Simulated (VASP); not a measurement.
# MoS2 (C2/m) in VASP: a series of runs

Runs on MoS2. Level: PBE+D3(BJ). Tasks: single point.

Everything below comes from runs of VASP 6.6.1. Logs are shortened: lines on timing, memory, paths and dates and some standing lists are left out, and cuts for length are marked.

### Step 1. The cell of the first run

The structure is monoclinic, space group C2/m (No. 12). The conventional cell has a = 5.429 Å, b = 3.134 Å, c = 18.171 Å, α = 90.00°, β = 91.43°, γ = 90.00°. Mo (site symmetry m) has 6 S at 2.42 Å and 6 Mo at 3.13 Å within 3.2 Å. Mo (site symmetry 2/m) has 6 S at 2.42 Å and 6 Mo at 3.13 Å within 3.2 Å. S (site symmetry m) has 3 Mo at 2.42 Å and 9 S at 3.13 to 3.29 Å within 3.3 Å. Within 3.2 Å of S (site symmetry m) lie 3 Mo at 2.42 Å and 6 S at 3.13 Å. S (site symmetry m) has 3 Mo at 2.42 Å and 9 S at 3.13 to 3.29 Å within 3.3 Å.

### Step 2. Single point, PBE+D3(BJ) (the part above a cut slid along it)

INCAR reads:

```
SYSTEM = MoS2
  ALGO = Fast
  EDIFF = 1E-7
  ENCUT = 520
  GGA = PE
  ISIF = 2
  ISMEAR = 0
  IVDW = 12
  LASPH = .True.
  LCHARG = .False.
  LREAL = .False.
  LWAVE = .False.
  NBANDS = 49
  NELM = 60
  PREC = Accurate
  SIGMA = 0.15
```

KPOINTS reads:

```
k-points
0
Gamma
  14 14 3
  0 0 0
```

POSCAR reads:

```
MoS2
1.0
   -1.5671157456     -2.7143240927      0.0000000000
    1.5671157456     -2.7143240927      0.0000000000
    0.0000000000     -0.4523873488     18.1649660373
Mo S
3 6
Direct
    0.9317010860      0.9317010860      0.8195869685
    0.3196724578      0.3196724578      0.1639305068
    0.6256867719      0.6256867719      0.4917587377
    0.9516682472      0.9516682472      0.5799810334
    0.2576825613      0.2576825613      0.9078092642
    0.6456539331      0.6456539331      0.2521528025
    0.9936909824      0.9936909824      0.0757082111
    0.2997052965      0.2997052965      0.4035364420
    0.6057196106      0.6057196106      0.7313646728
```

Potentials or basis: VASP PAW PBE potentials, release 64 (Mo_sv, S).

Command:

```sh
$ cat potpaw_PBE.64/Mo_sv/POTCAR potpaw_PBE.64/S/POTCAR > POTCAR
$ mpirun -np 1 vasp_std > vasp.out
```

OUTCAR:

```text
SYSTEM = MoS2
   EDIFF = 1E-7
   ENCUT = 520
   GGA = PE
   ISIF = 2
   ISMEAR = 0
   IVDW = 12
   LASPH = .True.
   LREAL = .False.
   NELM = 60
   PREC = Accurate
 IVDW          = 12

 ion  position               nearest neighbor table
   1  0.932  0.932  0.820-   5 2.42   9 2.42   9 2.42   5 2.42   5 2.42   9 2.42
   2  0.320  0.320  0.164-   6 2.42   7 2.42   7 2.42   6 2.42   6 2.42   7 2.42
   3  0.626  0.626  0.492-   4 2.42   8 2.42   8 2.42   4 2.42   4 2.42   8 2.42
   4  0.952  0.952  0.580-   3 2.42   3 2.42   3 2.42
   5  0.258  0.258  0.908-   1 2.42   1 2.42   1 2.42
   6  0.646  0.646  0.252-   2 2.42   2 2.42   2 2.42
   7  0.994  0.994  0.076-   2 2.42   2 2.42   2 2.42
   8  0.300  0.300  0.404-   3 2.42   3 2.42   3 2.42
   9  0.606  0.606  0.731-   1 2.42   1 2.42   1 2.42

  LATTYP: Found a base centered monoclinic cell.
 ALAT       =     5.4286481854
 B/A-ratio  =     0.5773502692
 C/A-ratio  =     3.3471681639
 COS(beta)  =    -0.0248966676

  Lattice vectors:

 A1 = (   1.5671157456,   2.7143240927,   0.0000000000)
 A2 = (  -1.5671157456,   2.7143240927,   0.0000000000)
 A3 = (   0.0000000000,  -0.4523873488,  18.1649660373)

Analysis of symmetry for initial positions (statically):
=====================================================================
 Subroutine PRICEL returns:
 Original cell was already a primitive cell.

 Routine SETGRP: Setting up the symmetry group for a
 base centered monoclinic supercell.

 Subroutine GETGRP returns: Found  4 space group operations
 (whereof  2 operations were pure point group operations)
 out of a pool of  4 trial point group operations.

The static configuration has the point symmetry C_1h.
 The point group associated with its full space group is C_2h.

Analysis of symmetry for dynamics (positions and initial velocities):
=====================================================================
 Subroutine PRICEL returns:
 Original cell was already a primitive cell.

 Routine SETGRP: Setting up the symmetry group for a
 base centered monoclinic supercell.

 Subroutine GETGRP returns: Found  4 space group operations
 (whereof  2 operations were pure point group operations)
 out of a pool of  4 trial point group operations.

The dynamic configuration has the point symmetry C_1h.
 The point group associated with its full space group is C_2h.

 Subroutine INISYM returns: Found  4 space group operations
 (whereof  2 operations are pure point group operations),
 and found     1 'primitive' translations

----------------------------------------------------------------------------------------

                                     Primitive cell

  volume of cell :     154.5352

  direct lattice vectors                    reciprocal lattice vectors
    -1.567115746 -2.714324093  0.000000000    -0.319057480 -0.184207922 -0.004587585
     1.567115746 -2.714324093  0.000000000     0.319057480 -0.184207922 -0.004587585
     0.000000000 -0.452387349 18.164966037     0.000000000  0.000000000  0.055051025

  length of vectors
     3.134231491  3.134231491 18.170598379     0.368444405  0.368444405  0.055051025

  position of ions in fractional coordinates (direct lattice)
     0.931701086  0.931701086  0.819586968
     0.319672458  0.319672458  0.163930507
     0.625686772  0.625686772  0.491758738
     0.951668247  0.951668247  0.579981033
     0.257682561  0.257682561  0.907809264
     0.645653933  0.645653933  0.252152802
     0.993690982  0.993690982  0.075708211
     0.299705297  0.299705297  0.403536442
     0.605719611  0.605719611  0.731364673

  ion indices of the primitive-cell ions
   primitive index   ion index
                 1           1
                 2           2
                 3           3
                 4           4
                 5           5
                 6           6
                 7           7
                 8           8
                 9           9

----------------------------------------------------------------------------------------

 KPOINTS: k-points

Automatic generation of k-mesh.
 Grid dimensions read from file:
 generate k-points for:   14   14    3

 Generating k-lattice:

  Cartesian coordinates                     Fractional coordinates (reciprocal lattice)
    -0.022789820 -0.013157709 -0.000327685     0.071428571  0.000000000  0.000000000
     0.022789820 -0.013157709 -0.000327685     0.000000000  0.071428571  0.000000000
     0.000000000  0.000000000  0.018350342     0.000000000  0.000000000  0.333333333

  Length of vectors
     0.026317458  0.026317458  0.018350342

  Shift w.r.t. Gamma in fractional coordinates (k-lattice)
     0.000000000  0.000000000  0.000000000

 Subroutine IBZKPT returns following result:
 ===========================================

 Found    162 irreducible k-points:

 Following reciprocal coordinates:
            Coordinates               Weight
  0.000000  0.000000  0.000000      1.000000
  0.071429  0.000000 -0.000000      4.000000
  0.142857  0.000000  0.000000      4.000000
  0.214286 -0.000000  0.000000      4.000000
  0.285714 -0.000000 -0.000000      4.000000
  0.357143  0.000000  0.000000      4.000000
[... 16 lines left out ...]
  0.214286  0.142857  0.000000      4.000000
  0.285714  0.142857  0.000000      4.000000
 [... further k-points ...]
   k-points           NKPTS =    162   k-points in BZ     NKDIM =    162   number of bands    NBANDS=     49
   number of dos      NEDOS =    301   number of ions     NIONS =      9
   total plane-waves  NPLWV =  80640
   dimension x,y,z NGX =    24 NGY =   24 NGZ =  140
   dimension x,y,z NGXF=    48 NGYF=   48 NGZF=  280
   ions per type =               3   6
   NGX,Y,Z   is equivalent  to a cutoff of  12.73, 12.73, 12.81 a.u.
   NGXF,Y,Z  is equivalent  to a cutoff of  25.46, 25.46, 25.62 a.u.
 SYSTEM =  MoS2
   PREC   = accura    normal or accurate (medium, high low for compatibility)
   ISTART =      0    job   : 0-new  1-cont  2-samecut
   ICHARG =      2    charge: 1-file 2-atom 10-const
   ISPIN  =      1    spin polarized calculation?
   LNONCOLLINEAR =      F non collinear calculations
   LSORBIT =      F    spin-orbit coupling
   LASPH  =      T    aspherical Exc in radial PAW
   ENCUT  =  520.0 eV  38.22 Ry    6.18 a.u.   5.83  5.83 33.79*2*pi/ulx,y,z
   NELM   =     60;   NELMIN=  2; NELMDL= -5     # of ELM steps
   EDIFF  = 0.1E-06   stopping-criterion for ELM
   LREAL  =      F    real-space projection
   EDIFFG = 0.1E-05   stopping-criterion for IOM
   NSW    =      0    number of steps for IOM
   IBRION =     -1    ionic relax: 0-MD 1-quasi-New 2-CG
   NFREE  =      0    steps in history (QN), initial steepest desc. (CG)
   ISIF   =      2    stress and relaxation
   ISYM   =      2    0-nonsym 1-usesym 2-fastsym
   POTIM  = 0.5000    time-step for ionic-motion
   TEBEG  =    0.0;   TEEND  =   0.0 temperature during run
   PSTRESS=    0.0 pullay stress
   NELECT =      78.0000    total number of electrons
   NUPDOWN=      -1.0000    fix difference up-down
   EMIN   =  10.00;   EMAX   =-10.00  energy-range for DOS
   EFERMI =   0.00;   METHOD = LEGACY
   ISMEAR =     0;   SIGMA  =   0.15  broadening in eV -4-tet -1-fermi 0-gaus
   EFERMI_NEDOS =   21; number of points for ismear=-14 and -15
   IALGO  =     68    algorithm
   IMIX   =      4    mixing-type and parameters
     AMIX     =   0.40;   BMIX     =  1.00
     AMIX_MAG =   1.60;   BMIX_MAG =  1.00
  volume/ion in A,a.u.               =      17.17       115.87
  Fermi-wavevector in a.u.,A,eV,Ry     =   1.303459  2.463180 23.116357  1.699004
  Thomas-Fermi vector in A             =   2.434459
   LORBIT       =      0    0 simple, 1 ext, 2 COOP (PROOUT), +10 PAW based schemes
   GGA     = PE    functional components
   LHFCALC =     F    Hartree Fock is set to
   AEXX    =    0.0000 exact exchange contribution
   IVDW    =    12    specifies the selected vdW correction
   LEPSILON=     F    determine dielectric tensor
   LRPA    =     F    only Hartree local field effects (RPA)
 non-spin polarized calculation
 RMM-DIIS sequential band-by-band and
 Gauss-broadening in eV      SIGMA  =   0.15
  energy-cutoff  :      520.00
  volume of cell :      154.54
 maximum number of plane-waves:      4188
   NGX = 11   NGY = 11   NGZ = 67

 number of electron      78.0000001 magnetization

 Free energy of the ion-electron system (eV)
  ---------------------------------------------------
  ext. energy  EPLUGINS =         0.00000000
  ---------------------------------------------------
  free energy    TOTEN  =       -62.89279502 eV

  energy without entropy =      -62.86427930  energy(sigma->0) =      -62.87853716

 E-fermi :   8.1733     XC(G=0): -11.0994

 val. band max:        8.1618153766   @ k =  -0.2143   0.2143   0.0000
 cond. band min:       8.1741752964   @ k =   0.3571   0.2143   0.3333
 fundamental gap:      0.0123599198
 Fermi energy:         8.1733396832

 k-point     1 :       0.0000    0.0000    0.0000
  band No.  band energies     occupation
      1     -53.5361      2.00000
      2     -53.5361      2.00000
      3     -53.5068      2.00000
      4     -27.6294      2.00000
      5     -27.6293      2.00000
      6     -27.6022      2.00000
[... 41 lines left out ...]
     48      11.4495      0.00000
     49      11.5153      0.00000

 k-point     2 :       0.0714    0.0000   -0.0000
  band No.  band energies     occupation
      1     -53.5339      2.00000
      2     -53.5339      2.00000
      3     -53.5046      2.00000
      4     -27.6251      2.00000
      5     -27.6251      2.00000
      6     -27.5980      2.00000
[... 41 lines left out ...]
     48      11.2986      0.00000
     49      11.4019      0.00000

 k-point     3 :       0.1429    0.0000    0.0000
  band No.  band energies     occupation
      1     -53.5276      2.00000
      2     -53.5276      2.00000
      3     -53.4983      2.00000
      4     -27.6133      2.00000
      5     -27.6132      2.00000
      6     -27.5861      2.00000
[... 41 lines left out ...]
     48      10.9572      0.00000
     49      11.2689      0.00000

 k-point     4 :       0.2143   -0.0000    0.0000
  band No.  band energies     occupation
      1     -53.5185      2.00000
      2     -53.5185      2.00000
      3     -53.4892      2.00000
      4     -27.6455      2.00000
      5     -27.6455      2.00000
      6     -27.6161      2.00000
[... 977 lines left out ...]
     48      10.9396      0.00000
     49      11.2224      0.00000

 k-point    23 :       0.2143    0.1429    0.0000
  band No.  band energies     occupation
      1     -53.5219      2.00000
      2     -53.5219      2.00000
      3     -53.4926      2.00000
      4     -27.6105      2.00000
      5     -27.6105      2.00000
      6     -27.6023      2.00000
[... 41 lines left out ...]
     48      10.9733      0.00000
     49      11.2938      0.00000

 k-point    24 :       0.2857    0.1429    0.0000
  band No.  band energies     occupation
      1     -53.5137      2.00000
      2     -53.5137      2.00000
      3     -53.4844      2.00000
      4     -27.6786      2.00000
      5     -27.6786      2.00000
      6     -27.6489      2.00000
[... 41 lines left out ...]
     48      10.9036      0.00000
     49      11.3615      0.00000

 [... further k-points ...]

------------------------ aborting loop because EDIFF is reached ----------------------------------------

 Edisp (eV)   -3.98019

 E8    (eV) :    -1.6068

  FORCE on cell =-STRESS in cart. coord.  units (eV):
  Direction    XX          YY          ZZ          XY          YZ          ZX
  --------------------------------------------------------------------------------------
  -------------------------------------------------------------------------------------
  Total      -0.03960    -0.07860    -0.40295     0.00000     0.30060     0.00000
  in kB      -0.41055    -0.81489    -4.17771     0.00000     3.11654     0.00000
  external pressure =       -1.80 kB  Pullay stress =        0.00 kB

 VOLUME and BASIS-vectors are now :
 -----------------------------------------------------------------------------
  energy-cutoff  :      520.00
  volume of cell :      154.54
      direct lattice vectors                 reciprocal lattice vectors
    -1.567115746 -2.714324093  0.000000000    -0.319057480 -0.184207922 -0.004587585
     1.567115746 -2.714324093  0.000000000     0.319057480 -0.184207922 -0.004587585
     0.000000000 -0.452387349 18.164966037     0.000000000  0.000000000  0.055051025

 POSITION                                       TOTAL-FORCE (eV/Angst)
 -----------------------------------------------------------------------------------
      0.00000     -5.42865     14.88777         0.000000     -0.038271      0.043623
      0.00000     -1.80955      2.97779         0.000000      0.038271     -0.043623
      0.00000     -3.61910      8.93278         0.000000     -0.000000      0.000000
      0.00000     -5.42865     10.53534         0.000000     -0.000507     -0.011314
      0.00000     -1.80955     16.49032         0.000000     -0.034665      0.044702
      0.00000     -3.61910      4.58035         0.000000     -0.004257      0.003590
      0.00000     -5.42865      1.37524         0.000000      0.034665     -0.044702
      0.00000     -1.80955      7.33023         0.000000      0.000507      0.011314
      0.00000     -3.61910     13.28521         0.000000      0.004257     -0.003590
 -----------------------------------------------------------------------------------
    total drift:                               -0.000000      0.000004      0.000029

  FREE ENERGIE OF THE ION-ELECTRON SYSTEM (eV)
  ---------------------------------------------------
  free  energy   TOTEN  =       -66.8729834158 eV

  energy  without entropy=      -66.8444676939  energy(sigma->0) =      -66.85872555
```

Wall time 36 min (1 thread of Oxide Virtual Turin-like, shared host); peak memory 0.87 GiB.

Results:

- Free energy: -66.8730 eV
- Pressure: -0.2 GPa
- Largest force: 0.058 eV/Å
- Band gap on the k mesh: zero (bands 39 and 40 overlap by 0.48 eV)
- Dispersion energy per atom: -0.442 eV

Forces on the atoms (eV/Å):
```
Mo   0.000 -0.038  0.044
Mo   0.000  0.038 -0.044
Mo   0.000  0.000  0.000
S    0.000 -0.001 -0.011
S    0.000 -0.035  0.045
S    0.000 -0.004  0.004
S    0.000  0.035 -0.045
S    0.000  0.001  0.011
S    0.000  0.004 -0.004
```

Levels at points of the mesh, in eV from the Fermi level:
```
           k point  band 35  band 36  band 37  band 38  band 39  band 40  band 41  band 42  band 43  band 44
(0.00, 0.00, 0.00)    -0.81    -0.78    -0.78    -0.40    -0.26    -0.11    -0.10    -0.08    -0.05     0.03
(0.50, 0.00, 0.00)    -2.18    -2.06    -1.65    -1.44    -1.35     1.35     1.35     1.38     1.79     2.04
(0.50, 0.50, 0.00)    -2.08    -2.03    -1.66    -1.43    -1.36     1.35     1.35     1.38     1.84     1.99
```

Caveat: the cell differs from its parent crystal (the part above a cut slid along it).

### Step 3. Single point, PBE+D3(BJ) (the part above a cut slid along it)

INCAR reads:

```
SYSTEM = MoS2
PREC = Accurate
ENCUT = 520
EDIFF = 1E-7
ISMEAR = 0
SIGMA = 0.15
LREAL = .False.
LASPH = .True.
NELM = 80
ALGO = Fast
ISIF = 2
LWAVE = .False.
LCHARG = .False.
GGA = PE
IVDW = 12
NBANDS = 49
```

KPOINTS reads:

```
Automatic mesh
0
Gamma
  14 14 3
  0 0 0
```

POSCAR reads:

```
MoS2
1.0
   -1.5671157456     -2.7143240927      0.0000000000
    1.5671157456     -2.7143240927      0.0000000000
    0.0000000000     -4.5238734879     19.0649660373
Mo S
3 6
Direct
    0.3492527333      0.3492527333      0.7808967201
    0.2031734682      0.2031734682      0.1561918381
    0.2762131007      0.2762131007      0.4685442791
    0.5394984465      0.5394984465      0.5526018642
   -0.3874619210     -0.3874619210      0.8649543052
    0.4664588140      0.4664588140      0.2402494232
    0.9398881225      0.9398881225      0.0721342530
    0.0129277550      0.0129277550      0.3844866940
    0.0859673875      0.0859673875      0.6968391350
```

Potentials or basis: VASP PAW PBE potentials, release 64 (Mo_sv, S).

Command:

```sh
$ cat potpaw_PBE.64/Mo_sv/POTCAR potpaw_PBE.64/S/POTCAR > POTCAR
$ mpirun -np 1 vasp_std > vasp.out
```

It took 49 min on 1 thread of Oxide Virtual Turin-like, shared host; peak memory 0.92 GiB.

The run converged. Its results:

```yaml
Free_energy: -66.7564 eV
Pressure: -0.2 GPa
Largest_force: 0.123 eV/Å
Band_gap_on_the_k_mesh: zero (bands 39 and 40 overlap by 0.46 eV)
Dispersion_energy_per_atom: -0.426 eV
```

Forces in eV/Å, atoms in the order of the input:
```
Mo   0.000  0.002  0.017
Mo   0.000 -0.002 -0.017
Mo   0.000  0.000  0.000
S    0.000  0.000 -0.004
S    0.000  0.001  0.123
S    0.000  0.000  0.018
S    0.000 -0.001 -0.123
S    0.000  0.000  0.004
S    0.000  0.000 -0.018
```

Stress tensor (GPa, compression positive):
```
-0.04  0.00  0.00
 0.00 -0.05 -0.01
 0.00 -0.01 -0.47
```

Levels at points of the mesh, in eV from the Fermi level:
```
           k point  band 35  band 36  band 37  band 38  band 39  band 40  band 41  band 42  band 43  band 44
(0.00, 0.00, 0.00)    -0.82    -0.78    -0.78    -0.57    -0.25    -0.11    -0.11    -0.05    -0.04     0.03
(0.50, 0.00, 0.00)    -2.22    -2.05    -1.62    -1.48    -1.33     1.34     1.34     1.38     1.85     1.95
(0.50, 0.50, 0.00)    -2.22    -2.04    -1.63    -1.48    -1.34     1.34     1.34     1.38     1.82     1.99
```

Caveat: the cell differs from its parent crystal (the part above a cut slid along it).
